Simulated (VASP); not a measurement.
A run of VASP 6.6.1:

File INCAR:

```
PREC = Accurate
ENCUT = 520
EDIFF = 1E-6
ISMEAR = -1
SIGMA = 0.05
LREAL = False
LASPH = True
NELM = 150
ALGO = Normal
ISIF = 2
LWAVE = False
LCHARG = False
ISPIN = 2
MAGMOM = -1.558 -1.558
LORBIT = 11
LMAXMIX = 4
GGA = CA
NBANDS = 20
```

The input KPOINTS:

```
Automatic mesh
0
Gamma
  24 24 13
```

Contents of POSCAR:

```
Co
1.0
    2.3261355222      0.0000000000      0.0000000000
   -1.1630677611      2.0144924549      0.0000000000
    0.0000000000      0.0000000000      3.7593556592
Co
2
Direct
    0.3333333333      0.6666666667      0.2500000000
    0.6666666667      0.3333333333      0.7500000000
```

Potentials or basis: VASP PAW LDA potentials, release 64 (Co).

Run with:

```bash
$ cat potpaw_LDA.64/Co/POTCAR > POTCAR
$ mpirun -np 1 vasp_std > vasp.out
```

Hardware: 1 thread of Intel Xeon 8259CL, with other jobs on the host.

Question: Estimate the wall time of this run.

Answer: Wall time 8.3 min on 1 thread of Intel Xeon 8259CL, with other jobs on the host, peak memory 0.3 GiB. Counts: scf iterations 16, k points 427.
